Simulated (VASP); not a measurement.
Set up this calculation in VASP 6.6.1, as the native input.

* Task: single point
* Functional: PBE
* Potentials or basis: VASP PAW PBE potentials, release 64 (Ta_pv, V_sv)
* Cutoff: 520 eV
* k mesh: 12 × 12 × 8
* Occupations: fermi-dirac, width 0.08 eV
* Spin: collinear spin, ferromagnetic start
* Starting moments: [0.0, 2.0] μB
* Hubbard terms: Ta d U = 3.9 eV, J = 0.9 eV
* Dipole correction: no
* LDAUTYPE: 1
* Hund's J: 0.9
* Further INCAR settings: ALGO = Normal; EDIFF = 1e-07; NBANDS = 23

The structure of TaV lies in POSCAR:

```
TaV
1.0
    1.6067000000     -2.3077750000      0.0000000000
    1.6067000000      2.3077750000      0.0000000000
    0.0000000000      0.0000000000      4.3413610000
Ta V
1 1
Direct
    0.0000000000      0.0000000000      0.0000000000
    0.5000000000      0.5000000000      0.5000000000
```

The input as run:

INCAR

```
  PREC = Accurate
  ENCUT = 520
  EDIFF = 1E-7
  ISMEAR = -1
  SIGMA = 0.08
  LREAL = F
  LASPH = T
  NELM = 150
  ALGO = Normal
  ISIF = 2
  LWAVE = F
  LCHARG = T
  ISPIN = 2
  MAGMOM = 0 2
  LORBIT = 11
  LMAXMIX = 4
  LDAU = T
  LDAUTYPE = 1
  LDAUL = 2 -1
  LDAUU = 3.9 0
  LDAUJ = 0.9 0
  LDAUPRINT = 1
  GGA = PE
  LELF = T
  LVHAR = T
  NBANDS = 23
```

KPOINTS

```
Automatic mesh
0
Gamma
  12 12 8
```

Potentials or basis: VASP PAW PBE potentials, release 64 (Ta_pv, V_sv).

Run with:

```bash
$ cat potpaw_PBE.64/Ta_pv/POTCAR potpaw_PBE.64/V_sv/POTCAR > POTCAR
$ mpirun -np 1 vasp_std > vasp.out
```

It gave:

```
Pressure                                              : 5.8 GPa
Band gap on the k mesh                                : zero (filled and empty bands overlap)
Net moment                                            : 0.00 μB per cell
Valence electrons inside the program's atomic spheres : Ta 8.91; V 11.55
```

Caveat: the cell stands under pressure; the moments typed at the start vanished in this run; spin-orbit coupling is left out, which moves the levels of the heavy elements; the U is typed as a test and isn't derived for this compound.

Wall time 5.2 min on 1 thread of AMD EPYC 7R43 64-Core Processor (Zen 3), on a shared host, peak memory 0.31 GiB.
